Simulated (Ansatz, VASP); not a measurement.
# AlNi3: VASP beside Ansatz

POSCAR

```
AlNi3
1.0
    0.0000000000      2.8018887551      2.8018887551
    2.8018887551      0.0000000000      2.8018887551
    2.8018887551      2.8018887551      0.0000000000
Al Ni
1 3
Direct
    0.5000000000      0.5000000000      0.5000000000
    0.2500000000      0.2500000000      0.2500000000
    0.0000000000      0.0000000000      0.0000000000
    0.7500000000      0.7500000000      0.7500000000
```

File INCAR.step1:

```
  PREC = Accurate
  ENCUT = 520
  ISMEAR = -1
  SIGMA = 0.01
  LREAL = False
  LASPH = True
  NELM = 60
  NBANDS = 24
  GGA = PE
  ALGO = Normal
  EDIFF = 1E-4
  LWAVE = True
  LCHARG = False
```

INCAR.step2

```
  PREC = Accurate
  ENCUT = 520
  EDIFF = 1E-6
  ISMEAR = -1
  SIGMA = 0.01
  LREAL = False
  LASPH = True
  NELM = 60
  ALGO = Normal
  ISIF = 2
  LWAVE = False
  LCHARG = False
  METAGGA = R2SCAN
  LMIXTAU = True
  NBANDS = 24
  ISTART = 1
```

File KPOINTS:

```
Automatic mesh
0
Gamma
  14 14 14
```

Input for Ansatz:

```yaml
crystal:
  lattice:
    - [0.0, 2.8018887551, 2.8018887551]
    - [2.8018887551, 0.0, 2.8018887551]
    - [2.8018887551, 2.8018887551, 0.0]
  atoms:
    - { symbol: Al, position: [0.5, 0.5, 0.5] }
    - { symbol: Ni, position: [0.25, 0.25, 0.25] }
    - { symbol: Ni, position: [0.0, 0.0, 0.0] }
    - { symbol: Ni, position: [0.75, 0.75, 0.75] }
basis:
  ecutwfc: 500
kpoints:
  mp_grid: { grid: [14, 14, 14] }
hamiltonian:
  xc: r2scan
scf:
  occupations: { method: fermi_dirac, width: 0.01 }
output:
  forces: true
  stress: true
  eigenvalues: true
```

Alike in both runs: task single point; functional r2SCAN; k mesh 14 × 14 × 14; occupations fermi-dirac, width 0.01 eV; no spin polarisation.

```csv
,VASP,Ansatz
version,VASP 6.6.1,Ansatz 0.2.0
potentials or method,"VASP PAW PBE potentials, release 64 (Al, Ni), cutoff 520 eV","scalar-relativistic, plane waves, PAW"
valence electrons in the cell,33,57
```

```tsv
	VASP	Ansatz	Ansatz less VASP
gap on the k mesh at the Fermi level (eV)	none	none	-
pressure (GPa)	0.1	0.0	-0.12
```

VASP's potentials were made for PBE, not for r2SCAN. A gap of «none» marks a metal or a gap that the smearing closes. The functional is the same, so the differences come from potentials, cutoffs and numerics. VASP's potentials hold 33 valence electrons a cell and Ansatz's 57, so a difference there can come from the potentials and not from the codes.
